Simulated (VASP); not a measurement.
Set up this calculation in VASP 6.6.1, as the native input.

| Quantity | Value |
| --- | --- |
| Task | single point |
| Functional | PBEsol |
| Potentials or basis | VASP PAW PBE potentials, release 64 (Br, S) |
| Cutoff | 500 eV |
| k mesh | 10 × 10 × 10 |
| Occupations | methfessel-paxton, width 0.1 eV |
| Spin | no spin polarisation |
| Dipole correction | no |
| Further INCAR settings | ALGO = Normal; EDIFF = 1e-06; NBANDS = 22 |

The structure of SBr3 lies in POSCAR:

```
SBr3
1.0
   -1.9415190000      1.9415190000      8.1206400000
    1.9415190000     -1.9415190000      8.1206400000
    1.9415190000      1.9415190000     -8.1206400000
Br S
3 1
Direct
    0.5000000000      0.5000000000      0.0000000000
    0.2500000000      0.7500000000      0.5000000000
    0.7500000000      0.2500000000      0.5000000000
    0.0000000000      0.0000000000      0.0000000000
```

The input as run:

INCAR

```
PREC = Accurate ; ENCUT = 500
EDIFF = 1E-6 ; ISMEAR = 1
SIGMA = 0.1 ; LREAL = False
LASPH = True ; NELM = 120
ALGO = Normal ; ISIF = 2
LWAVE = False ; LCHARG = True
GGA = PS ; LELF = True
LVHAR = True ; NBANDS = 22
GGA_COMPAT = False
```

KPOINTS

```
regular mesh
0
Gamma
  10 10 10
```

Potentials or basis: VASP PAW PBE potentials, release 64 (Br, S).

Run with:

```bash
$ cat potpaw_PBE.64/Br/POTCAR potpaw_PBE.64/S/POTCAR > POTCAR
$ mpirun -np 1 vasp_std > vasp.out
```

It gave:

```json
{
  "Pressure": "-1.9 GPa",
  "Band gap on the k mesh": "zero (an odd number of electrons rules out a gap without spin polarisation)"
}
```

Caveat: the PAW data sets were made with another functional, which shifts forces and pressure a little; an odd number of electrons without spin polarisation forces a metal; a magnetic or distorted state may lie lower.

It took 20 min on 1 thread of Intel(R) Xeon(R) Platinum 8259CL CPU @ 2.50GHz (Skylake/Cascade Lake), on a shared host, peak memory 0.68 GiB.
